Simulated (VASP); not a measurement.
# SiPb2 (Fm-3m) in VASP: vibrations by perturbation theory with PBE

Aim: the vibrations by perturbation theory of SiPb2 with PBE.

Everything below comes from runs of VASP 6.6.1. Logs are shortened: lines on timing, memory, paths and dates and some standing lists are left out, and cuts for length are marked.

### 1 The cell of the first run

It takes space group Fm-3m (No. 225, cubic). Conventional cell: a = 7.117 Å, b = 7.117 Å, c = 7.117 Å, α = 90.00°, β = 90.00°, γ = 90.00°. Si (site symmetry m-3m) has 8 Pb at 3.08 Å within 4.1 Å. Pb (site symmetry -43m) has 4 Si at 3.08 Å and 6 Pb at 3.56 Å within 4.1 Å.

### 2 Vibrations by perturbation theory, PBE

INCAR

```
SYSTEM = SiPb2
PREC = Accurate
ENCUT = 520
EDIFF = 1E-8
ISMEAR = -1
SIGMA = 0.15
LREAL = .False.
LASPH = .True.
NELM = 80
ALGO = Fast
ISIF = 2
LWAVE = .False.
LCHARG = .False.
GGA = PE
NBANDS = 23
IBRION = 8
NSW = 1
```

KPOINTS

```
regular mesh
0
Gamma
  10 10 10
  0 0 0
```

POSCAR

```
SiPb2
1.0
    0.0000000000      3.5585554146      3.5585554146
    3.5585554146      0.0000000000      3.5585554146
    3.5585554146      3.5585554146      0.0000000000
Si Pb
1 2
Direct
    0.0000000000      0.0000000000      0.0000000000
    0.7500000000      0.7500000000      0.7500000000
    0.2500000000      0.2500000000      0.2500000000
```

Potentials or basis: VASP PAW PBE potentials, release 64 (Si, Pb_d).

Command:

```
$ cat potpaw_PBE.64/Si/POTCAR potpaw_PBE.64/Pb_d/POTCAR > POTCAR
$ mpirun -np 1 vasp_std > vasp.out
```

OUTCAR:

```text
SYSTEM = SiPb2
   PREC = Accurate
   ENCUT = 520
   EDIFF = 1E-8
   ISMEAR = -1
   LREAL = .False.
   LASPH = .True.
   NELM = 80
   ISIF = 2
   GGA = PE
   IBRION = 8
   NSW = 1

 ion  position               nearest neighbor table
   1  0.000  0.000  0.000-   2 3.08   2 3.08   2 3.08   2 3.08   3 3.08   3 3.08   3 3.08   3 3.08

   2  0.750  0.750  0.750-   1 3.08   1 3.08   1 3.08   1 3.08   3 3.56   3 3.56   3 3.56   3 3.56
                             3 3.56   3 3.56
   3  0.250  0.250  0.250-   1 3.08   1 3.08   1 3.08   1 3.08   2 3.56   2 3.56   2 3.56   2 3.56
                             2 3.56   2 3.56

  LATTYP: Found a face centered cubic cell.
 ALAT       =     7.1171108292

  Lattice vectors:

 A1 = (   0.0000000000,   3.5585554146,   3.5585554146)
 A2 = (   3.5585554146,   0.0000000000,   3.5585554146)
 A3 = (   3.5585554146,   3.5585554146,   0.0000000000)

Analysis of symmetry for initial positions (statically):
=====================================================================
 Subroutine PRICEL returns:
 Original cell was already a primitive cell.

 Routine SETGRP: Setting up the symmetry group for a
 face centered cubic supercell.

 Subroutine GETGRP returns: Found 48 space group operations
 (whereof 48 operations were pure point group operations)
 out of a pool of 48 trial point group operations.

The static configuration has the point symmetry O_h .

Analysis of symmetry for dynamics (positions and initial velocities):
=====================================================================
 Subroutine PRICEL returns:
 Original cell was already a primitive cell.

 Routine SETGRP: Setting up the symmetry group for a
 face centered cubic supercell.

 Subroutine GETGRP returns: Found 48 space group operations
 (whereof 48 operations were pure point group operations)
 out of a pool of 48 trial point group operations.

The dynamic configuration has the point symmetry O_h .

 Subroutine INISYM returns: Found 48 space group operations
 (whereof 48 operations are pure point group operations),
 and found     1 'primitive' translations

----------------------------------------------------------------------------------------

                                     Primitive cell

  volume of cell :      90.1262

  direct lattice vectors                    reciprocal lattice vectors
     0.000000000  3.558555415  3.558555415    -0.140506453  0.140506453  0.140506453
     3.558555415  0.000000000  3.558555415     0.140506453 -0.140506453  0.140506453
     3.558555415  3.558555415  0.000000000     0.140506453  0.140506453 -0.140506453

  length of vectors
     5.032557330  5.032557330  5.032557330     0.243364316  0.243364316  0.243364316

  position of ions in fractional coordinates (direct lattice)
     0.000000000  0.000000000  0.000000000
     0.750000000  0.750000000  0.750000000
     0.250000000  0.250000000  0.250000000

  ion indices of the primitive-cell ions
   primitive index   ion index
                 1           1
                 2           2
                 3           3

----------------------------------------------------------------------------------------

 KPOINTS: regular mesh

Automatic generation of k-mesh.
 Grid dimensions read from file:
 generate k-points for:   10   10   10

 Generating k-lattice:
[... 95 lines left out ...]
  energy-cutoff  :      520.00
  volume of cell :       90.13
 maximum number of plane-waves:      2454
 NGX is ok and might be reduce to    40
   NGX = 19   NGY = 19   NGZ = 19

--------------------------------------- Ionic step        1  -------------------------------------------

 number of electron      32.0000000 magnetization

 Free energy of the ion-electron system (eV)
  ---------------------------------------------------
  ext. energy  EPLUGINS =         0.00000000
  ---------------------------------------------------
  free energy    TOTEN  =       -11.63963100 eV

  energy without entropy =      -11.54214011  energy(sigma->0) =      -11.59088556

 E-fermi :   5.8924     XC(G=0):  -9.4303

 val. band max:        5.8588617873   @ k =   0.5000   0.3000   0.0000
 cond. band min:       5.9162224663   @ k =   0.2000   0.0000   0.0000
 fundamental gap:      0.0573606789
 Fermi energy:         5.8924453618

 k-point     1 :       0.0000    0.0000    0.0000
  band No.  band energies     occupation
      1     -11.2163      2.00000
      2     -11.2163      2.00000
      3     -11.1309      2.00000
      4     -11.1309      2.00000
      5     -11.1309      2.00000
      6     -10.9709      2.00000
[... 613 lines left out ...]
     22      11.3371      0.00000
     23      12.5376      0.00000

 [... further k-points ...]

------------------------ aborting loop because EDIFF is reached ----------------------------------------

  FORCE on cell =-STRESS in cart. coord.  units (eV):
  Direction    XX          YY          ZZ          XY          YZ          ZX
  --------------------------------------------------------------------------------------
  -------------------------------------------------------------------------------------
  Total       -0.0277279     -0.0277279     -0.0277279     -0.0000000      0.0000000      0.0000000
  in kB       -0.4929205     -0.4929205     -0.4929205     -0.0000000      0.0000000      0.0000000
  external PRESSURE =      -0.4929205 kB  Pullay stress =       0.0000000 kB

 VOLUME and BASIS-vectors are now :
 -----------------------------------------------------------------------------
  energy-cutoff  :      520.00
  volume of cell :       90.13
      direct lattice vectors                 reciprocal lattice vectors
     0.000000000  3.558555415  3.558555415    -0.140506453  0.140506453  0.140506453
     3.558555415  0.000000000  3.558555415     0.140506453 -0.140506453  0.140506453
     3.558555415  3.558555415  0.000000000     0.140506453  0.140506453 -0.140506453

 POSITION                                       TOTAL-FORCE (eV/Angst)
 -----------------------------------------------------------------------------------
      0.00000      0.00000      0.00000        -0.000000      0.000000      0.000000
      5.33783      5.33783      5.33783         0.000000     -0.000000      0.000000
      1.77928      1.77928      1.77928        -0.000000      0.000000     -0.000000
 -----------------------------------------------------------------------------------
    total drift:                                0.000000     -0.000000      0.000000

  FREE ENERGIE OF THE ION-ELECTRON SYSTEM (eV)
  ---------------------------------------------------
  free  energy   TOTEN  =       -11.6396310047 eV

  energy  without entropy=      -11.5421401131  energy(sigma->0) =      -11.59088556

[... ionic steps 2 to 3 ...]

--------------------------------------- Ionic step        4  -------------------------------------------

------------------------ aborting loop because EDIFF is reached ----------------------------------------

[... ionic steps 5 to 6 ...]

--------------------------------------- Ionic step        7  -------------------------------------------

 Free energy of the ion-electron system (eV)
  ---------------------------------------------------
  ---------------------------------------------------
  free energy    TOTEN  =        -0.33817806 eV

  energy without entropy =       -0.33817806

------------------------ aborting loop because EDIFF is reached ----------------------------------------

 INTERNAL STRAIN TENSOR  FOR ION    2  DIRECTION 1   (eV/Angst):
 -----------------------------------------------------------------------------
     0.00593  0.00000  0.00000
     0.00000 -0.00273  2.08978
     0.00000  2.08978 -0.00273

 INTERNAL STRAIN TENSOR FOR ION    3 for displacements in x,y,z  (eV/Angst):
          X           Y           Z          XY          YZ          ZX
  --------------------------------------------------------------------------------
  x    -0.00000     0.00000     0.00000     0.00000    -2.08978     0.00000
  y     0.00000    -0.00000     0.00000     0.00000     0.00000    -2.08978
  z     0.00000     0.00000    -0.00000    -2.08978     0.00000     0.00000

 SECOND DERIVATIVES (NOT SYMMETRIZED)
 ------------------------------------
               1X          1Y          1Z          2X          2Y          2Z          3X          3Y          3Z
  1X    -2.375074    0.000000    0.000000    1.187537    0.000000    0.000000    1.187537    0.000000    0.000000
  1Y     0.000000   -2.375074    0.000000    0.000000    1.187537    0.000000    0.000000    1.187537    0.000000
  1Z     0.000000    0.000000   -2.375074    0.000000    0.000000    1.187537    0.000000    0.000000    1.187537
  2X     1.182593    0.000000    0.000000   -2.510887    0.000000    0.000000    1.328293    0.000000    0.000000
  2Y     0.000000    1.182593    0.000000    0.000000   -2.510887    0.000000    0.000000    1.328293    0.000000
  2Z     0.000000    0.000000    1.182593    0.000000    0.000000   -2.510887    0.000000    0.000000    1.328293
  3X     1.182593    0.000000    0.000000    1.328293    0.000000    0.000000   -2.510887    0.000000    0.000000
  3Y     0.000000    1.182593    0.000000    0.000000    1.328293    0.000000    0.000000   -2.510887    0.000000
  3Z     0.000000    0.000000    1.182593    0.000000    0.000000    1.328293    0.000000    0.000000   -2.510887

 Eigenvectors and eigenvalues of the dynamical matrix
 ----------------------------------------------------

   1 f  =    4.697147 THz    29.513048 2PiTHz  156.679975 cm-1    19.425832 meV
             X         Y         Z           dx          dy          dz
      0.000000  0.000000  0.000000    -0.000000   -0.000000   -0.967872
      5.337833  5.337833  5.337833     0.000000    0.000000    0.177797
      1.779278  1.779278  1.779278    -0.000000   -0.000000    0.177797
[... 43 lines left out ...]
   9 f/i=    0.002384 THz     0.014982 2PiTHz    0.079536 cm-1     0.009861 meV
             X         Y         Z           dx          dy          dz
      0.000000  0.000000  0.000000     0.239693   -0.075496    0.008450
      5.337833  5.337833  5.337833     0.652406   -0.205489    0.023000
      1.779278  1.779278  1.779278     0.652406   -0.205489    0.023000

--------------------------------------------------------------------------------------------------------

 ELASTIC MODULI CONTR FROM IONIC RELAXATION (kBar)
 Direction    XX          YY          ZZ          XY          YZ          ZX
 --------------------------------------------------------------------------------
 XX          -0.0000      0.0000      0.0000      0.0000     -0.0000      0.0000
 YY           0.0000     -0.0000     -0.0000      0.0000      0.0000     -0.0000
 ZZ           0.0000     -0.0000     -0.0000     -0.0000      0.0000      0.0000
 XY           0.0000      0.0000     -0.0000    -40.4440      0.0000      0.0000
 YZ          -0.0000      0.0000      0.0000      0.0000    -40.4440      0.0000
 ZX           0.0000     -0.0000      0.0000      0.0000      0.0000    -40.4440
 --------------------------------------------------------------------------------
```

Wall time 10 min (1 thread of AMD EPYC 9R45 (Zen 5), shared host); peak memory 0.79 GiB.

What came out:

- Highest phonon frequency at Γ: 157 cm⁻¹

Phonon frequencies in cm⁻¹ (negative: imaginary):
```
              q point                 frequencies
(0.000, 0.000, 0.000)  0 0 0 71 71 71 157 157 157
```

Caveat: spin-orbit coupling is left out, which moves the levels of the heavy elements.
